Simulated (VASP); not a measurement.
Set up this calculation in VASP 6.6.1, as the native input.

```yaml
Task: relaxation of cell and atoms
Functional: PBE
Potentials_or_basis: VASP PAW PBE potentials, release 64 (Ga_d, N)
Cutoff: 600 eV
k_mesh: 12 × 12 × 6
Occupations: gaussian, width 0.02 eV
Spin: no spin polarisation
Dipole_correction: no
Further_INCAR_settings: ALGO = Normal; EDIFF = 1e-06; IBRION = 2; EDIFFG = -0.002; NSW = 100; ISIF = 3
```

The structure of GaN lies in POSCAR:

```
GaN
1.0
    3.1889304000      0.0000000000      0.0000000000
   -1.5944652000      2.7616947400      0.0000000000
    0.0000000000      0.0000000000      5.1923572500
Ga N
2 2
Direct
    0.6666666700      0.3333333300      0.4990837100
    0.3333333300      0.6666666700      0.9990837100
    0.6666666700      0.3333333300      0.8759162900
    0.3333333300      0.6666666700      0.3759162900
```

One way to write it, as run:

INCAR

```
SYSTEM = GaN
ALGO     = Normal         ! electronic algorithm
EDIFF    = 1E-6           ! SCF threshold, eV
EDIFFG   = -0.002         ! ionic threshold
ENCUT    = 600            ! plane-wave cutoff, eV
GGA      = PE             ! functional
IBRION   = 2              ! ionic algorithm
ISIF     = 3              ! what is computed and relaxed
ISMEAR   = 0              ! smearing method
LASPH    = .True.         ! aspherical terms in the spheres
LCHARG   = .False.        ! write CHGCAR
LREAL    = .False.        ! projectors in reciprocal space
LWAVE    = .False.        ! write WAVECAR
NELM     = 60             ! most SCF steps
NSW      = 100            ! ionic steps
PREC     = Accurate       ! precision mode
SIGMA    = 0.02           ! smearing width, eV
```

KPOINTS

```
k-points
0
Gamma
  12 12 6
  0 0 0
```

Potentials or basis: VASP PAW PBE potentials, release 64 (Ga_d, N).

Launch:

```sh
$ cat potpaw_PBE.64/Ga_d/POTCAR potpaw_PBE.64/N/POTCAR > POTCAR
$ mpirun -np 1 vasp_std > vasp.out
```

It gave:

```yaml
Relaxed_volume: 11.76 Å³/atom
Relaxed_cell: a = 3.218 Å, b = 3.218 Å, c = 5.243 Å, α = 90.00°, β = 90.00°, γ = 120.00°
Space_group_after_relaxing_to_0.1_Å: P6_3mc (No. 186)
Energy_gained_by_relaxing: 5.0 meV/atom
Ionic_steps: 14
Pressure_after_relaxing: 0.0 GPa
Band_gap_on_the_k_mesh: 1.72 eV
```

Run time: 14 min on 1 thread of Intel Xeon 8259CL, with other jobs on the host, peak memory 0.24 GiB.
